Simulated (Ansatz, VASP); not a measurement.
**TePb: VASP beside Ansatz**

```
CELL_PARAMETERS angstrom
0.00000 3.22450 3.22450
3.22450 0.00000 3.22450
3.22450 3.22450 0.00000
ATOMIC_POSITIONS crystal
Te 0.50000 0.50000 0.50000
Pb 0.00000 0.00000 0.00000
```

Alike in both runs: task relaxation of the atoms; functional r2SCAN; k mesh 8 × 8 × 8; occupations fermi-dirac, width 0.02 eV; no spin polarisation.

|  | VASP | Ansatz |
| --- | --- | --- |
| version | VASP 6.6.1 | Ansatz 0.2.0 |
| potentials or method | VASP PAW PBE potentials, release 64 (Te, Pb_d), cutoff 520 eV | PAW plane waves |
| valence electrons in the cell | 20 | 30 |

```csv
,VASP,Ansatz,Ansatz less VASP
"gap on the k mesh at the Fermi level, each at its own relaxed structure (eV)",1.01,1.01,+0.004
```

VASP's potentials were made for PBE, not for r2SCAN. VASP's potentials hold 20 valence electrons a cell and Ansatz's 30, so a difference there can come from the potentials and not from the codes. Ansatz's warnings: stress scf threshold loose.

Neither program's run includes spin-orbit coupling. Noted on VASP's run: the relaxation stopped at its first step, so nothing moved.
